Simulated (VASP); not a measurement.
# Sr3CuH2 (P6/mmm) in VASP: notebook

Sr3CuH2 is run at these levels: PBE; tasks: single point, relaxation of cell and atoms.

Everything below comes from runs of VASP 6.6.1. Logs are shortened: lines on timing, memory, paths and dates and some standing lists are left out, and cuts for length are marked.

## (1) The cell of the first run

Symmetry: P6/mmm, No. 191, hexagonal system. Conventional cell: a = 7.050 Å, b = 7.050 Å, c = 3.571 Å, α = 90.00°, β = 90.00°, γ = 120.00°. Sr (site symmetry mmm) has 4 H at 2.71 Å and 6 Sr at 3.53 to 3.57 Å and 2 Cu at 3.53 Å within 3.6 Å. Cu (site symmetry 6/mmm) has 6 Sr at 3.53 Å and 2 Cu at 3.57 Å and 12 H at 4.44 Å within 4.6 Å. Within 3.6 Å of H (site symmetry -6m2) lie 6 Sr at 2.71 Å and 2 H at 3.57 Å.

The cell was generated, and may not be a known phase.

## (2) Single point, PBE

The input, INCAR:

```
SYSTEM = Sr3CuH2
PREC = Accurate ; ENCUT = 520
EDIFF = 1E-7 ; ISMEAR = 0
SIGMA = 0.1 ; LREAL = .False.
LASPH = .True. ; NELM = 60
ALGO = Fast ; ISIF = 2
LWAVE = .False. ; LCHARG = .True.
GGA = PE ; LELF = .True.
LVHAR = .True. ; NBANDS = 30
```

The input, KPOINTS:

```
regular mesh
0
Gamma
  6 6 10
  0 0 0
```

The input, POSCAR:

```
Sr3CuH2
1.0
    7.0501278173      0.0000000000      0.0000000000
   -3.5250639087      6.1055897897      0.0000000000
    0.0000000000      0.0000000000      3.5708782539
Sr Cu H
3 1 2
Direct
    0.5000000000      0.0000000000      0.0000000000
    0.0000000000      0.5000000000      0.0000000000
    0.5000000000      0.5000000000      0.0000000000
    0.0000000000      0.0000000000      0.0000000000
    0.3333333333      0.6666666667      0.5000000000
    0.6666666667      0.3333333333      0.5000000000
```

Potentials or basis: VASP PAW PBE potentials, release 64 (Sr_sv, Cu, H).

On the command line:

```bash
cat potpaw_PBE.64/Sr_sv/POTCAR potpaw_PBE.64/Cu/POTCAR potpaw_PBE.64/H/POTCAR > POTCAR
mpirun -np 1 vasp_std > vasp.out
```

OUTCAR:

```text
SYSTEM = Sr3CuH2
   PREC = Accurate
   ENCUT = 520
   EDIFF = 1E-7
   ISMEAR = 0
   LREAL = .False.
   LASPH = .True.
   NELM = 60
   ISIF = 2
   GGA = PE

 ion  position               nearest neighbor table
   1  0.500  0.000  0.000-   5 2.71   6 2.71   5 2.71   6 2.71   2 3.53   2 3.53   4 3.53   4 3.53
                             3 3.53   3 3.53   2 5.02   2 5.02   2 5.02   2 5.02   3 5.02   3 5.02
   2  0.000  0.500  0.000-   5 2.71   6 2.71   5 2.71   6 2.71   1 3.53   1 3.53   3 3.53   3 3.53
                             4 3.53   4 3.53   1 5.02   1 5.02   1 5.02   1 5.02   3 5.02   3 5.02
   3  0.500  0.500  0.000-   5 2.71   6 2.71   5 2.71   6 2.71   4 3.53   4 3.53   2 3.53   2 3.53
                             1 3.53   1 3.53   2 5.02   2 5.02   2 5.02   2 5.02   1 5.02   1 5.02
   4  0.000  0.000  0.000-   3 3.53   3 3.53   1 3.53   1 3.53   2 3.53   2 3.53
   5  0.333  0.667  0.500-   2 2.71   2 2.71   1 2.71   1 2.71   3 2.71   3 2.71
   6  0.667  0.333  0.500-   2 2.71   2 2.71   1 2.71   1 2.71   3 2.71   3 2.71

  LATTYP: Found a hexagonal cell.
 ALAT       =     7.0501278173
 C/A-ratio  =     0.5064983709

  Lattice vectors:

 A1 = (   7.0501278173,   0.0000000000,   0.0000000000)
 A2 = (  -3.5250639087,   6.1055897897,   0.0000000000)
 A3 = (   0.0000000000,   0.0000000000,   3.5708782539)

Analysis of symmetry for initial positions (statically):
=====================================================================
 Subroutine PRICEL returns:
 Original cell was already a primitive cell.

 Routine SETGRP: Setting up the symmetry group for a
 hexagonal supercell.

 Subroutine GETGRP returns: Found 24 space group operations
 (whereof 24 operations were pure point group operations)
 out of a pool of 24 trial point group operations.

The static configuration has the point symmetry D_6h.

Analysis of symmetry for dynamics (positions and initial velocities):
=====================================================================
 Subroutine PRICEL returns:
 Original cell was already a primitive cell.

 Routine SETGRP: Setting up the symmetry group for a
 hexagonal supercell.

 Subroutine GETGRP returns: Found 24 space group operations
 (whereof 24 operations were pure point group operations)
 out of a pool of 24 trial point group operations.

The dynamic configuration has the point symmetry D_6h.

 Subroutine INISYM returns: Found 24 space group operations
 (whereof 24 operations are pure point group operations),
 and found     1 'primitive' translations

----------------------------------------------------------------------------------------

                                     Primitive cell

  volume of cell :     153.7091

  direct lattice vectors                    reciprocal lattice vectors
     7.050127817  0.000000000  0.000000000     0.141841400  0.081892170  0.000000000
    -3.525063909  6.105589790  0.000000000     0.000000000  0.163784341  0.000000000
     0.000000000  0.000000000  3.570878254     0.000000000  0.000000000  0.280043152

  length of vectors
     7.050127817  7.050127817  3.570878254     0.163784341  0.163784341  0.280043152

  position of ions in fractional coordinates (direct lattice)
     0.500000000  0.000000000  0.000000000
     1.000000000  0.500000000  0.000000000
     0.500000000  0.500000000  0.000000000
     0.000000000  0.000000000  0.000000000
     0.333333333  0.666666667  0.500000000
     0.666666667  0.333333333  0.500000000

  ion indices of the primitive-cell ions
   primitive index   ion index
                 1           1
                 2           2
                 3           3
                 4           4
                 5           5
                 6           6

----------------------------------------------------------------------------------------

 KPOINTS: regular mesh

Automatic generation of k-mesh.
 Grid dimensions read from file:
 generate k-points for:    6    6   10

 Generating k-lattice:

  Cartesian coordinates                     Fractional coordinates (reciprocal lattice)
     0.023640233  0.013648695  0.000000000     0.166666667 -0.000000000  0.000000000
     0.000000000  0.027297390  0.000000000     0.000000000  0.166666667  0.000000000
     0.000000000  0.000000000  0.028004315     0.000000000  0.000000000  0.100000000

  Length of vectors
     0.027297390  0.027297390  0.028004315

  Shift w.r.t. Gamma in fractional coordinates (k-lattice)
     0.000000000  0.000000000  0.000000000

 Subroutine IBZKPT returns following result:
 ===========================================

 Found     42 irreducible k-points:

 Following reciprocal coordinates:
            Coordinates               Weight
  0.000000  0.000000  0.000000      1.000000
  0.166667  0.000000  0.000000      6.000000
  0.333333  0.000000  0.000000      6.000000
  0.500000  0.000000  0.000000      3.000000
  0.166667  0.166667  0.000000      6.000000
  0.333333  0.166667  0.000000     12.000000
[... 16 lines left out ...]
  0.166667  0.000000  0.300000     12.000000
  0.333333  0.000000  0.300000     12.000000
 [... further k-points ...]
   k-points           NKPTS =     42   k-points in BZ     NKDIM =     42   number of bands    NBANDS=     30
   number of dos      NEDOS =    301   number of ions     NIONS =      6
   total plane-waves  NPLWV =  81648
   dimension x,y,z NGX =    54 NGY =   54 NGZ =   28
   dimension x,y,z NGXF=   108 NGYF=  108 NGZF=   56
   ions per type =               3   1   2
   NGX,Y,Z   is equivalent  to a cutoff of  12.73, 12.73, 13.04 a.u.
   NGXF,Y,Z  is equivalent  to a cutoff of  25.47, 25.47, 26.07 a.u.
 SYSTEM =  Sr3CuH2
   PREC   = accura    normal or accurate (medium, high low for compatibility)
   ISTART =      0    job   : 0-new  1-cont  2-samecut
   ICHARG =      2    charge: 1-file 2-atom 10-const
   ISPIN  =      1    spin polarized calculation?
   LNONCOLLINEAR =      F non collinear calculations
   LSORBIT =      F    spin-orbit coupling
   LASPH  =      T    aspherical Exc in radial PAW
   ENCUT  =  520.0 eV  38.22 Ry    6.18 a.u.  13.11 13.11  6.64*2*pi/ulx,y,z
   NELM   =     60;   NELMIN=  2; NELMDL= -5     # of ELM steps
   EDIFF  = 0.1E-06   stopping-criterion for ELM
   LREAL  =      F    real-space projection
   EDIFFG = 0.1E-05   stopping-criterion for IOM
   NSW    =      0    number of steps for IOM
   IBRION =     -1    ionic relax: 0-MD 1-quasi-New 2-CG
   NFREE  =      0    steps in history (QN), initial steepest desc. (CG)
   ISIF   =      2    stress and relaxation
   ISYM   =      2    0-nonsym 1-usesym 2-fastsym
   POTIM  = 0.5000    time-step for ionic-motion
   TEBEG  =    0.0;   TEEND  =   0.0 temperature during run
   PSTRESS=    0.0 pullay stress
   NELECT =      43.0000    total number of electrons
   NUPDOWN=      -1.0000    fix difference up-down
   EMIN   =  10.00;   EMAX   =-10.00  energy-range for DOS
   EFERMI =   0.00;   METHOD = LEGACY
   ISMEAR =     0;   SIGMA  =   0.10  broadening in eV -4-tet -1-fermi 0-gaus
   EFERMI_NEDOS =   21; number of points for ismear=-14 and -15
   IALGO  =     68    algorithm
   IMIX   =      4    mixing-type and parameters
     AMIX     =   0.40;   BMIX     =  1.00
     AMIX_MAG =   1.60;   BMIX_MAG =  1.00
  volume/ion in A,a.u.               =      25.62       172.88
  Fermi-wavevector in a.u.,A,eV,Ry     =   1.070692  2.023314 15.597456  1.146381
  Thomas-Fermi vector in A             =   2.206409
   LORBIT       =      0    0 simple, 1 ext, 2 COOP (PROOUT), +10 PAW based schemes
   GGA     = PE    functional components
   LHFCALC =     F    Hartree Fock is set to
   AEXX    =    0.0000 exact exchange contribution
   IVDW    =     0    specifies the selected vdW correction
   LEPSILON=     F    determine dielectric tensor
   LRPA    =     F    only Hartree local field effects (RPA)
 non-spin polarized calculation
 RMM-DIIS sequential band-by-band and
 Gauss-broadening in eV      SIGMA  =   0.10
  energy-cutoff  :      520.00
  volume of cell :      153.71
 maximum number of plane-waves:      4164
 NGX is ok and might be reduce to    54
   NGX = 27   NGY = 27   NGZ = 13

 number of electron      42.9999990 magnetization

 Free energy of the ion-electron system (eV)
  ---------------------------------------------------
  ext. energy  EPLUGINS =         0.00000000
  ---------------------------------------------------
  free energy    TOTEN  =       -14.49439009 eV

  energy without entropy =      -14.48120181  energy(sigma->0) =      -14.48779595

 E-fermi :   2.4723     XC(G=0):  -8.4275

 val. band max:        2.4531000555   @ k =   0.1667   0.0000   0.2000
 cond. band min:       2.4784950274   @ k =   0.1667   0.0000   0.2000
 fundamental gap:      0.0253949719
 Fermi energy:         2.4723206217

 k-point     1 :       0.0000    0.0000    0.0000
  band No.  band energies     occupation
      1     -34.0286      2.00000
      2     -33.9475      2.00000
      3     -33.9475      2.00000
      4     -16.6038      2.00000
      5     -16.1586      2.00000
      6     -16.1586      2.00000
[... 22 lines left out ...]
     29       6.6554      0.00000
     30       6.7696      0.00000

 k-point     2 :       0.1667    0.0000    0.0000
  band No.  band energies     occupation
      1     -34.0238      2.00000
      2     -33.9524      2.00000
      3     -33.9475      2.00000
      4     -16.5626      2.00000
      5     -16.1561      2.00000
      6     -16.1303      2.00000
[... 22 lines left out ...]
     29       6.5448      0.00000
     30       6.6585      0.00000

 k-point     3 :       0.3333    0.0000    0.0000
  band No.  band energies     occupation
      1     -34.0116      2.00000
      2     -33.9648      2.00000
      3     -33.9475      2.00000
      4     -16.4621      2.00000
      5     -16.1424      2.00000
      6     -16.0521      2.00000
[... 682 lines left out ...]
     29       5.4794      0.00000
     30       5.5677      0.00000

 k-point    24 :       0.3333    0.0000    0.3000
  band No.  band energies     occupation
      1     -33.9810      2.00000
      2     -33.9354      2.00000
      3     -33.9185      2.00000
      4     -16.3904      2.00000
      5     -16.2143      2.00000
      6     -16.1327      2.00000
[... 22 lines left out ...]
     29       5.2425      0.00000
     30       5.6206      0.00000

 [... further k-points ...]

------------------------ aborting loop because EDIFF is reached ----------------------------------------

  FORCE on cell =-STRESS in cart. coord.  units (eV):
  Direction    XX          YY          ZZ          XY          YZ          ZX
  --------------------------------------------------------------------------------------
  -------------------------------------------------------------------------------------
  Total        0.0928741      0.0928741      0.0649165     -0.0000000     -0.0000000      0.0000000
  in kB        0.9680676      0.9680676      0.6766527     -0.0000000     -0.0000000      0.0000000
  external PRESSURE =       0.8709293 kB  Pullay stress =       0.0000000 kB

 VOLUME and BASIS-vectors are now :
 -----------------------------------------------------------------------------
  energy-cutoff  :      520.00
  volume of cell :      153.71
      direct lattice vectors                 reciprocal lattice vectors
     7.050127817  0.000000000  0.000000000     0.141841400  0.081892170  0.000000000
    -3.525063909  6.105589790  0.000000000     0.000000000  0.163784341  0.000000000
     0.000000000  0.000000000  3.570878254     0.000000000  0.000000000  0.280043152

 POSITION                                       TOTAL-FORCE (eV/Angst)
 -----------------------------------------------------------------------------------
      3.52506      0.00000      0.00000        -0.000000      0.000000      0.000000
     -1.76253      3.05279      0.00000        -0.000000      0.000000      0.000000
      1.76253      3.05279      0.00000        -0.000000      0.000000      0.000000
      0.00000      0.00000      0.00000        -0.000000      0.000000      0.000000
     -0.00000      4.07039      1.78544        -0.000000      0.000000      0.000000
      3.52506      2.03520      1.78544         0.000000     -0.000000     -0.000000
 -----------------------------------------------------------------------------------
    total drift:                                0.000000     -0.000000      0.000000

  FREE ENERGIE OF THE ION-ELECTRON SYSTEM (eV)
  ---------------------------------------------------
  free  energy   TOTEN  =       -14.4943900871 eV

  energy  without entropy=      -14.4812018058  energy(sigma->0) =      -14.48779595
```

Wall time 5.7 min (1 thread of Oxide Virtual Turin-like, shared host); peak memory 0.36 GiB.

What came out:

```yaml
Free_energy: -14.4944 eV
Pressure: 0.1 GPa
Band_gap_on_the_k_mesh: zero (an odd number of electrons rules out a gap without spin polarisation)
```

## (3) Relaxation of cell and atoms, PBE

This run uses another cell than the first one, of 24.91 Å³/atom.

The input, INCAR:

```
SYSTEM = Sr3CuH2
PREC     = Accurate       ! precision mode
ENCUT    = 600            ! plane-wave cutoff, eV
EDIFF    = 1E-6           ! SCF threshold, eV
ISMEAR   = 0              ! smearing method
SIGMA    = 0.1            ! smearing width, eV
LREAL    = .FALSE.        ! projectors in reciprocal space
LASPH    = .TRUE.         ! aspherical terms in the spheres
NELM     = 60             ! most SCF steps
ALGO     = Normal         ! electronic algorithm
ISIF     = 3              ! what is computed and relaxed
LWAVE    = .FALSE.        ! write WAVECAR
LCHARG   = .FALSE.        ! write CHGCAR
GGA      = PE             ! functional
IBRION   = 2              ! ionic algorithm
NSW      = 90             ! ionic steps
EDIFFG   = -0.04          ! ionic threshold
```

The input, KPOINTS:

```
Automatic mesh
0
G
  3 3 6
  0 0 0
```

Edit POSCAR of step 2 so:

```diff
@@ -2,5 +2,5 @@
 1.0
-    7.0501278173      0.0000000000      0.0000000000
-   -3.5250639087      6.1055897897      0.0000000000
-    0.0000000000      0.0000000000      3.5708782539
+    6.9560823123      0.0000000000      0.0000000000
+   -3.4780411561      6.0241439932      0.0000000000
+    0.0000000000      0.0000000000      3.5668970177
 Sr Cu H
```

Potentials or basis: VASP PAW PBE potentials, release 64 (Sr_sv, Cu, H).

On the command line:

```bash
cat potpaw_PBE.64/Sr_sv/POTCAR potpaw_PBE.64/Cu/POTCAR potpaw_PBE.64/H/POTCAR > POTCAR
mpirun -np 1 vasp_std > vasp.out
```

Wall time 1.7 min (1 thread of Oxide Virtual Turin-like, shared host); peak memory 0.29 GiB.

It converged, with:

| Property | Result |
| --- | --- |
| Free energy | -14.4979 eV |
| Relaxed volume | 25.53 Å³/atom |
| Relaxed cell | a = 7.024 Å, b = 7.024 Å, c = 3.585 Å, α = 90.00°, β = 90.00°, γ = 120.00° |
| Space group after relaxing (to 0.1 Å) | P6/mmm (No. 191) |
| Energy gained by relaxing | 1.4 meV/atom |
| Ionic steps | 3 |
| Pressure after relaxing | 0.0 GPa |
| Band gap on the k mesh | zero (an odd number of electrons rules out a gap without spin polarisation) |

Step by step:
```
step  energy change (eV)  largest force (eV/Å)  pressure (GPa)  volume (Å³)
   1              0.0000                0.0000            0.66       149.47
   2             -0.0069                0.0000            0.26       151.71
   3             -0.0084                0.0000            0.05       153.15
```

Final structure:
```yaml
crystal:
  lattice:
    - [7.02371, 0.00000, 0.00000]
    - [-3.51185, 6.08271, 0.00000]
    - [0.00000, 0.00000, 3.58475]
  atoms:
    - { symbol: Sr, position: [0.50000, 0.00000, 0.00000] }
    - { symbol: Sr, position: [0.00000, 0.50000, 0.00000] }
    - { symbol: Sr, position: [0.50000, 0.50000, 0.00000] }
    - { symbol: Cu, position: [0.00000, 0.00000, 0.00000] }
    - { symbol: H, position: [0.33333, 0.66667, 0.50000] }
    - { symbol: H, position: [0.66667, 0.33333, 0.50000] }
```

Levels at points of the mesh, in eV from the Fermi level:
```
           k point  band 19  band 20  band 21  band 22  band 23  band 24
(0.00, 0.00, 0.00)    -1.62    -1.62    -0.39    -0.39     0.29     0.72
(0.00, 0.00, 0.50)    -1.89    -1.24    -0.50     0.25     0.25     1.31
```

(Part 1 of 2 ends here.)

The gap in the log of VASP goes by the Fermi energy; the results here count the filled bands.